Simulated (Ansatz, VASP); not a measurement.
## SbPt in VASP and in Ansatz

```
Sb Pt
1.0
     4.04569    0.00000    0.00000
    -2.02284    3.50367    0.00000
     0.00000    0.00000    5.36030
Sb Pt
2 2
Direct
  0.33333 0.66667 0.25000
  0.66667 0.33333 0.75000
  0.00000 0.00000 0.00000
  0.00000 0.00000 0.50000
```

Change from the starting cell: volume scaled by 0.94.

Alike in both runs: task single point; functional LDA; k mesh 11 × 11 × 8; occupations fermi-dirac, width 0.08 eV; no spin polarisation.

```csv
,VASP,Ansatz
version,VASP 6.6.1,Ansatz 0.2.0
potentials or method,"VASP PAW LDA potentials, release 64 (Sb, Pt), cutoff 520 eV","all-electron LAPW, scalar-relativistic"
```

VASP gave:

- pressure (GPa): 11.1
- traceless stress, the component that is largest in VASP (GPa): 0.05

Problem. Which values does Ansatz return?

Solution. Pressure (GPa): 10.8; traceless stress, the component that is largest in VASP (GPa): -0.10.

LDA's correlation is that of Perdew and Zunger in VASP and of Perdew and Wang (1992) in Ansatz. Ansatz ran all-electron here, and VASP with PAW potentials.

Spin-orbit coupling is off throughout.
